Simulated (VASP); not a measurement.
# K (P6_3/mmc) in VASP: notebook

Runs on K. Level: LDA. Tasks: single point.

All numbers are computed with VASP 6.6.1; they aren't measurements. Logs are shortened: lines on timing, memory, paths and dates and some standing lists are left out, and cuts for length are marked.

## (1) The cell of the first run

It takes space group P6_3/mmc (No. 194, hexagonal). Conventional cell: a = 4.449 Å, b = 4.449 Å, c = 7.244 Å, α = 90.00°, β = 90.00°, γ = 120.00°. Within 5.8 Å of K (site symmetry -6m2) lie 12 K at 4.44 to 4.45 Å.

## (2) Single point, LDA (volume scaled by 0.96)

Input file INCAR:

```
SYSTEM = K
  PREC = Accurate
  ENCUT = 520
  EDIFF = 1E-6
  ISMEAR = -1
  SIGMA = 0.1
  LREAL = .FALSE.
  LASPH = .TRUE.
  NELM = 100
  ALGO = Normal
  ISIF = 2
  LWAVE = .FALSE.
  LCHARG = .FALSE.
  GGA = CA
  NBANDS = 16
```

Input file KPOINTS:

```
Automatic mesh
0
G
  9 9 5
  0 0 0
```

Input file POSCAR:

```
K
1.0
    4.4487738712      0.0000000000      0.0000000000
   -2.2243869356      3.8527511882      0.0000000000
    0.0000000000      0.0000000000      7.2439668066
K
2
Direct
    0.3333333333      0.6666666667      0.2500000000
    0.6666666667      0.3333333333      0.7500000000
```

Potentials or basis: VASP PAW LDA potentials, release 64 (K_sv).

Launch:

```bash
$ cat potpaw_LDA.64/K_sv/POTCAR > POTCAR
$ mpirun -np 1 vasp_std > vasp.out
```

OUTCAR:

```text
SYSTEM = K
   PREC = Accurate
   ENCUT = 520
   EDIFF = 1E-6
   ISMEAR = -1
   LREAL = .FALSE.
   LASPH = .TRUE.
   NELM = 100
   ISIF = 2
   GGA = CA

 ion  position               nearest neighbor table
   1  0.333  0.667  0.250-
   2  0.667  0.333  0.750-

  LATTYP: Found a hexagonal cell.
 ALAT       =     4.4487738712
 C/A-ratio  =     1.6283063640

  Lattice vectors:

 A1 = (   4.4487738712,   0.0000000000,   0.0000000000)
 A2 = (  -2.2243869356,   3.8527511882,   0.0000000000)
 A3 = (   0.0000000000,   0.0000000000,   7.2439668066)

Analysis of symmetry for initial positions (statically):
=====================================================================
 Subroutine PRICEL returns:
 Original cell was already a primitive cell.

 Routine SETGRP: Setting up the symmetry group for a
 hexagonal supercell.

 Subroutine GETGRP returns: Found 24 space group operations
 (whereof 12 operations were pure point group operations)
 out of a pool of 24 trial point group operations.

The static configuration has the point symmetry D_3d.
 The point group associated with its full space group is D_6h.

Analysis of symmetry for dynamics (positions and initial velocities):
=====================================================================
 Subroutine PRICEL returns:
 Original cell was already a primitive cell.

 Routine SETGRP: Setting up the symmetry group for a
 hexagonal supercell.

 Subroutine GETGRP returns: Found 24 space group operations
 (whereof 12 operations were pure point group operations)
 out of a pool of 24 trial point group operations.

The dynamic configuration has the point symmetry D_3d.
 The point group associated with its full space group is D_6h.

 Subroutine INISYM returns: Found 24 space group operations
 (whereof 12 operations are pure point group operations),
 and found     1 'primitive' translations

----------------------------------------------------------------------------------------

                                     Primitive cell

  volume of cell :     124.1617

  direct lattice vectors                    reciprocal lattice vectors
     4.448773871  0.000000000  0.000000000     0.224781036  0.129777392  0.000000000
    -2.224386936  3.852751188  0.000000000     0.000000000  0.259554783  0.000000000
     0.000000000  0.000000000  7.243966807     0.000000000  0.000000000  0.138045911

  length of vectors
     4.448773871  4.448773871  7.243966807     0.259554783  0.259554783  0.138045911

  position of ions in fractional coordinates (direct lattice)
     0.333333333  0.666666667  0.250000000
     0.666666667  0.333333333  0.750000000

  ion indices of the primitive-cell ions
   primitive index   ion index
                 1           1
                 2           2

----------------------------------------------------------------------------------------

 KPOINTS: Automatic mesh

Automatic generation of k-mesh.
 Grid dimensions read from file:
 generate k-points for:    9    9    5

 Generating k-lattice:

  Cartesian coordinates                     Fractional coordinates (reciprocal lattice)
     0.024975671  0.014419710  0.000000000     0.111111111 -0.000000000  0.000000000
     0.000000000  0.028839420  0.000000000     0.000000000  0.111111111  0.000000000
     0.000000000  0.000000000  0.027609182     0.000000000  0.000000000  0.200000000

  Length of vectors
     0.028839420  0.028839420  0.027609182

  Shift w.r.t. Gamma in fractional coordinates (k-lattice)
     0.000000000  0.000000000  0.000000000

 Subroutine IBZKPT returns following result:
 ===========================================

 Found     36 irreducible k-points:

 Following reciprocal coordinates:
            Coordinates               Weight
  0.000000  0.000000  0.000000      1.000000
  0.111111  0.000000  0.000000      6.000000
  0.222222 -0.000000  0.000000      6.000000
  0.333333  0.000000  0.000000      6.000000
  0.444444 -0.000000  0.000000      6.000000
  0.111111  0.111111  0.000000      6.000000
[... 16 lines left out ...]
  0.333333  0.222222  0.200000     24.000000
  0.333333  0.333333  0.200000      4.000000
 [... further k-points ...]
   k-points           NKPTS =     36   k-points in BZ     NKDIM =     36   number of bands    NBANDS=     16
   number of dos      NEDOS =    301   number of ions     NIONS =      2
   total plane-waves  NPLWV =  69984
   dimension x,y,z NGX =    36 NGY =   36 NGZ =   54
   dimension x,y,z NGXF=    72 NGYF=   72 NGZF=  108
   ions per type =               2
   NGX,Y,Z   is equivalent  to a cutoff of  13.45, 13.45, 12.39 a.u.
   NGXF,Y,Z  is equivalent  to a cutoff of  26.91, 26.91, 24.79 a.u.
 SYSTEM =  K
   PREC   = accura    normal or accurate (medium, high low for compatibility)
   ISTART =      0    job   : 0-new  1-cont  2-samecut
   ICHARG =      2    charge: 1-file 2-atom 10-const
   ISPIN  =      1    spin polarized calculation?
   LNONCOLLINEAR =      F non collinear calculations
   LSORBIT =      F    spin-orbit coupling
   LASPH  =      T    aspherical Exc in radial PAW
   ENCUT  =  520.0 eV  38.22 Ry    6.18 a.u.   8.27  8.27 13.47*2*pi/ulx,y,z
   NELM   =    100;   NELMIN=  2; NELMDL= -5     # of ELM steps
   EDIFF  = 0.1E-05   stopping-criterion for ELM
   LREAL  =      F    real-space projection
   EDIFFG = 0.1E-04   stopping-criterion for IOM
   NSW    =      0    number of steps for IOM
   IBRION =     -1    ionic relax: 0-MD 1-quasi-New 2-CG
   NFREE  =      0    steps in history (QN), initial steepest desc. (CG)
   ISIF   =      2    stress and relaxation
   ISYM   =      2    0-nonsym 1-usesym 2-fastsym
   POTIM  = 0.5000    time-step for ionic-motion
   TEBEG  =    0.0;   TEEND  =   0.0 temperature during run
   PSTRESS=    0.0 pullay stress
   NELECT =      18.0000    total number of electrons
   NUPDOWN=      -1.0000    fix difference up-down
   EMIN   =  10.00;   EMAX   =-10.00  energy-range for DOS
   EFERMI =   0.00;   METHOD = LEGACY
   ISMEAR =    -1;   SIGMA  =   0.10  broadening in eV -4-tet -1-fermi 0-gaus
   EFERMI_NEDOS =   21; number of points for ismear=-14 and -15
   IALGO  =     38    algorithm
   IMIX   =      4    mixing-type and parameters
     AMIX     =   0.40;   BMIX     =  1.00
     AMIX_MAG =   1.60;   BMIX_MAG =  1.00
  volume/ion in A,a.u.               =      62.08       418.94
  Fermi-wavevector in a.u.,A,eV,Ry     =   0.860009  1.625182 10.063084  0.739616
  Thomas-Fermi vector in A             =   1.977450
   LORBIT       =      0    0 simple, 1 ext, 2 COOP (PROOUT), +10 PAW based schemes
   GGA     = CA    functional components
   LHFCALC =     F    Hartree Fock is set to
   AEXX    =    0.0000 exact exchange contribution
   IVDW    =     0    specifies the selected vdW correction
   LEPSILON=     F    determine dielectric tensor
   LRPA    =     F    only Hartree local field effects (RPA)
 non-spin polarized calculation
  energy-cutoff  :      520.00
  volume of cell :      124.16
 maximum number of plane-waves:      3362
 NGX is ok and might be reduce to    36
   NGX = 17   NGY = 17   NGZ = 27

 number of electron      18.0000000 magnetization

 Free energy of the ion-electron system (eV)
  ---------------------------------------------------
  ext. energy  EPLUGINS =         0.00000000
  ---------------------------------------------------
  free energy    TOTEN  =        -2.35453961 eV

  energy without entropy =       -2.30990640  energy(sigma->0) =       -2.33222301

 E-fermi :   0.0934     XC(G=0):  -6.3226

 val. band max:       -0.0031892902   @ k =   0.1111   0.1111   0.2000
 cond. band min:       0.1125486948   @ k =   0.2222  -0.0000   0.2000
 fundamental gap:      0.1157379850
 Fermi energy:         0.0933598776

 k-point     1 :       0.0000    0.0000    0.0000
  band No.  band energies     occupation
      1     -31.6380      2.00000
      2     -31.6289      2.00000
      3     -15.4280      2.00000
      4     -15.3192      2.00000
      5     -15.3192      2.00000
      6     -15.3021      2.00000
[... 8 lines left out ...]
     15       4.6289      0.00000
     16       4.6289      0.00000

 k-point     2 :       0.1111    0.0000    0.0000
  band No.  band energies     occupation
      1     -31.6370      2.00000
      2     -31.6284      2.00000
      3     -15.4230      2.00000
      4     -15.3303      2.00000
      5     -15.3227      2.00000
      6     -15.3135      2.00000
[... 8 lines left out ...]
     15       4.5608      0.00000
     16       4.7713      0.00000

 k-point     3 :       0.2222   -0.0000    0.0000
  band No.  band energies     occupation
      1     -31.6346      2.00000
      2     -31.6274      2.00000
      3     -15.4092      2.00000
      4     -15.3585      2.00000
      5     -15.3418      2.00000
      6     -15.3313      2.00000
[... 8 lines left out ...]
     15       4.5727      0.00000
     16       4.5891      0.00000

 k-point     4 :       0.3333    0.0000    0.0000
  band No.  band energies     occupation
      1     -31.6316      2.00000
      2     -31.6264      2.00000
      3     -15.3911      2.00000
      4     -15.3907      2.00000
      5     -15.3728      2.00000
      6     -15.3407      2.00000
[... 8 lines left out ...]
     15       4.2785      0.00000
     16       5.0342      0.00000

 k-point     5 :       0.4444   -0.0000    0.0000
  band No.  band energies     occupation
      1     -31.6294      2.00000
      2     -31.6260      2.00000
      3     -15.4125      2.00000
      4     -15.3925      2.00000
      5     -15.3744      2.00000
      6     -15.3467      2.00000
[... 8 lines left out ...]
     15       4.1186      0.00000
     16       5.5007      0.00000

 k-point     6 :       0.1111    0.1111    0.0000
  band No.  band energies     occupation
      1     -31.6353      2.00000
      2     -31.6277      2.00000
      3     -15.4136      2.00000
      4     -15.3471      2.00000
      5     -15.3391      2.00000
      6     -15.3240      2.00000
[... 8 lines left out ...]
     15       4.5556      0.00000
     16       4.5921      0.00000

 k-point     7 :       0.2222    0.1111    0.0000
  band No.  band energies     occupation
      1     -31.6326      2.00000
      2     -31.6267      2.00000
      3     -15.3973      2.00000
      4     -15.3750      2.00000
      5     -15.3645      2.00000
      6     -15.3370      2.00000
[... 8 lines left out ...]
     15       4.1464      0.00000
     16       4.8604      0.00000

 k-point     8 :       0.3333    0.1111    0.0000
  band No.  band energies     occupation
      1     -31.6299      2.00000
      2     -31.6261      2.00000
      3     -15.4015      2.00000
      4     -15.3842      2.00000
      5     -15.3789      2.00000
      6     -15.3490      2.00000
[... 8 lines left out ...]
     15       3.9053      0.00000
     16       4.9031      0.00000

 k-point     9 :       0.4444    0.1111    0.0000
  band No.  band energies     occupation
      1     -31.6287      2.00000
      2     -31.6260      2.00000
      3     -15.4120      2.00000
      4     -15.3919      2.00000
      5     -15.3687      2.00000
      6     -15.3537      2.00000
[... 8 lines left out ...]
     15       3.8244      0.00000
     16       4.8363      0.00000
[... 172 lines left out ...]
 k-point    19 :       0.2222    0.1111    0.2000
  band No.  band energies     occupation
      1     -31.6320      2.00000
      2     -31.6272      2.00000
      3     -15.3994      2.00000
      4     -15.3721      2.00000
      5     -15.3614      2.00000
      6     -15.3376      2.00000
[... 8 lines left out ...]
     15       4.0722      0.00000
     16       4.8440      0.00000

 k-point    20 :       0.3333    0.1111    0.2000
  band No.  band energies     occupation
      1     -31.6296      2.00000
      2     -31.6264      2.00000
      3     -15.4089      2.00000
      4     -15.3927      2.00000
      5     -15.3643      2.00000
      6     -15.3466      2.00000
[... 8 lines left out ...]
     15       3.8679      0.00000
     16       4.9347      0.00000

 k-point    21 :       0.4444    0.1111    0.2000
  band No.  band energies     occupation
      1     -31.6284      2.00000
      2     -31.6263      2.00000
      3     -15.4172      2.00000
      4     -15.4000      2.00000
      5     -15.3619      2.00000
      6     -15.3472      2.00000
[... 8 lines left out ...]
     15       3.8436      0.00000
     16       4.9532      0.00000

 k-point    22 :       0.2222    0.2222    0.2000
  band No.  band energies     occupation
      1     -31.6298      2.00000
      2     -31.6265      2.00000
      3     -15.3985      2.00000
      4     -15.3913      2.00000
      5     -15.3607      2.00000
      6     -15.3532      2.00000
[... 8 lines left out ...]
     15       3.3534      0.00000
     16       5.0686      0.00000

 k-point    23 :       0.3333    0.2222    0.2000
  band No.  band energies     occupation
      1     -31.6280      2.00000
      2     -31.6263      2.00000
      3     -15.4047      2.00000
      4     -15.3936      2.00000
      5     -15.3707      2.00000
      6     -15.3519      2.00000
[... 8 lines left out ...]
     15       3.4882      0.00000
     16       4.8023      0.00000

 k-point    24 :       0.3333    0.3333    0.2000
  band No.  band energies     occupation
      1     -31.6268      2.00000
      2     -31.6268      2.00000
      3     -15.3917      2.00000
      4     -15.3885      2.00000
      5     -15.3885      2.00000
      6     -15.3609      2.00000
[... 8 lines left out ...]
     15       3.6448      0.00000
     16       4.9969      0.00000

 [... further k-points ...]
[... 5 lines left out ...]
  --------------------------------------------------------------------------------------
  -------------------------------------------------------------------------------------
  Total        0.0976674      0.0976674      0.1751969      0.0000000     -0.0000000      0.0000000
  in kB        1.2602962      1.2602962      2.2607330      0.0000000     -0.0000000      0.0000000
  external PRESSURE =       1.5937751 kB  Pullay stress =       0.0000000 kB

 VOLUME and BASIS-vectors are now :
 -----------------------------------------------------------------------------
  energy-cutoff  :      520.00
  volume of cell :      124.16
      direct lattice vectors                 reciprocal lattice vectors
     4.448773871  0.000000000  0.000000000     0.224781036  0.129777392  0.000000000
    -2.224386936  3.852751188  0.000000000     0.000000000  0.259554783  0.000000000
     0.000000000  0.000000000  7.243966807     0.000000000  0.000000000  0.138045911

 POSITION                                       TOTAL-FORCE (eV/Angst)
 -----------------------------------------------------------------------------------
     -0.00000      2.56850      1.81099         0.000000      0.000000      0.000000
      2.22439      1.28425      5.43298        -0.000000     -0.000000      0.000000
 -----------------------------------------------------------------------------------
    total drift:                               -0.000000      0.000000     -0.000000

  FREE ENERGIE OF THE ION-ELECTRON SYSTEM (eV)
  ---------------------------------------------------
  free  energy   TOTEN  =        -2.3545396075 eV

  energy  without entropy=       -2.3099064027  energy(sigma->0) =       -2.33222301
```

Run time: 43 s. Hardware: 1 thread of Intel Xeon Platinum 8259CL at 2.50GHz (Skylake/Cascade Lake), shared host; peak memory 0.22 GiB.

Results:

```
Free energy            : -2.3545 eV
Pressure               : 0.2 GPa
Band gap on the k mesh : zero (band 9 reaches 1.18 eV, above the bottom of band 10 at -1.17 eV)
```

Stress tensor (GPa, compression positive):
```
0.13 0.00 0.00
0.00 0.13 0.00
0.00 0.00 0.23
```

Levels at points of the mesh, in eV from the Fermi level:
| k point | band 5 | band 6 | band 7 | band 8 | band 9 | band 10 | band 11 | band 12 | band 13 | band 14 |
| --- | --- | --- | --- | --- | --- | --- | --- | --- | --- | --- |
| (0.00, 0.00, 0.00) | -15.41 | -15.40 | -15.40 | -15.39 | -2.43 | 0.26 | 0.68 | 4.11 | 4.11 | 4.19 |

Caveat: the cell differs from its parent crystal (volume scaled by 0.96).

## (3) Single point, LDA

This run uses another cell than the first one, of 64.67 Å³/atom, 1.042 times its volume.

Input file INCAR:

```
SYSTEM = K
  PREC = Accurate
  ENCUT = 520
  EDIFF = 1E-6
  ISMEAR = -1
  SIGMA = 0.1
  LREAL = .FALSE.
  LASPH = .TRUE.
  NELM = 80
  ALGO = Normal
  ISIF = 2
  LWAVE = .FALSE.
  LCHARG = .TRUE.
  GGA = CA
  LELF = .TRUE.
  LVHAR = .TRUE.
  NBANDS = 16
```

KPOINTS is that of step 2.

Input file POSCAR:

```
K
1.0
    4.5097235529      0.0000000000      0.0000000000
   -2.2548617764      3.9055351608      0.0000000000
    0.0000000000      0.0000000000      7.3432115612
K
2
Direct
    0.3333333333      0.6666666667      0.2500000000
    0.6666666667      0.3333333333      0.7500000000
```

Potentials or basis: VASP PAW LDA potentials, release 64 (K_sv).

Launch:

```bash
$ cat potpaw_LDA.64/K_sv/POTCAR > POTCAR
$ mpirun -np 1 vasp_std > vasp.out
```

It took 44 s on 1 thread of Intel Xeon Platinum 8259CL at 2.50GHz (Skylake/Cascade Lake), shared host; peak memory 0.22 GiB.

It converged, with:

- Free energy: -2.3570 eV
- Pressure: 0.0 GPa
- Band gap on the k mesh: zero (band 9 reaches 1.08 eV, above the bottom of band 10 at -1.25 eV)

Stress tensor (GPa, compression positive):
```
-0.06  0.00  0.00
 0.00 -0.06  0.00
 0.00  0.00  0.03
```

Levels at points of the mesh, in eV from the Fermi level:
| k point | band 7 | band 8 | band 9 | band 10 | band 11 | band 12 |
| --- | --- | --- | --- | --- | --- | --- |
| (0.00, 0.00, 0.00) | -15.42 | -15.42 | -2.36 | 0.27 | 0.66 | 4.07 |
